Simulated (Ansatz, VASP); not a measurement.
**One calculation of Rb, two programs**

File INCAR:

```
  PREC = Accurate
  ENCUT = 520
  EDIFF = 1E-6
  ISMEAR = -1
  SIGMA = 0.1
  LREAL = F
  LASPH = T
  NELM = 100
  ALGO = Normal
  ISIF = 2
  LWAVE = F
  LCHARG = T
  GGA = RP
  LELF = T
  LVHAR = T
  NBANDS = 16
```

KPOINTS

```
regular mesh
0
Gamma
  6 6 6
```

File POSCAR:

```
Rb
1.0
    0.0000000000      5.4157969362      5.4157969362
    5.4157969362      0.0000000000      5.4157969362
    5.4157969362      5.4157969362      0.0000000000
Rb
2
Direct
    0.1250000000      0.1250000000      0.1250000000
    0.8750000000      0.8750000000      0.8750000000
```

Input for Ansatz:

```yaml
crystal:
  lattice:
    - [0.0, 5.4157969362, 5.4157969362]
    - [5.4157969362, 0.0, 5.4157969362]
    - [5.4157969362, 5.4157969362, 0.0]
  atoms:
    - { symbol: Rb, position: [0.125, 0.125, 0.125] }
    - { symbol: Rb, position: [0.875, 0.875, 0.875] }
hamiltonian:
  xc: rpbe
  pseudopotentials:
    kind: paw
    azcp:
      Rb: "pseudopotentials/Rb.paw.azcp"
basis:
  ecutwfc: 420
  fft_grid_basis: typed
kpoints:
  mp_grid: { grid: [6, 6, 6], shift: [0, 0, 0] }
magnetization:
  spin_polarized: false
scf:
  occupations: { method: fermi_dirac, width: 0.1 }
  lower_state_search: "off"
output:
  stress: true
  write_density: true
  write_potential: true
  elf: true
  volumetric_format: npy
```

Alike in both runs: task single point; functional RPBE; k mesh 6 × 6 × 6; occupations fermi-dirac, width 0.1 eV; no spin polarisation.

|  | VASP | Ansatz |
| --- | --- | --- |
| version | VASP 6.6.1 | Ansatz 0.2.0 |
| potentials or method | VASP PAW PBE potentials, release 64 (Rb_sv), cutoff 520 eV | plane waves (420 eV) with PAW, scalar-relativistic |
| valence electrons in the cell | 18 | 18 |

```csv
,VASP,Ansatz,Ansatz less VASP
pressure (GPa),0.0,0.0,0.00
```

VASP's potentials were made for PBE, not for RPBE.
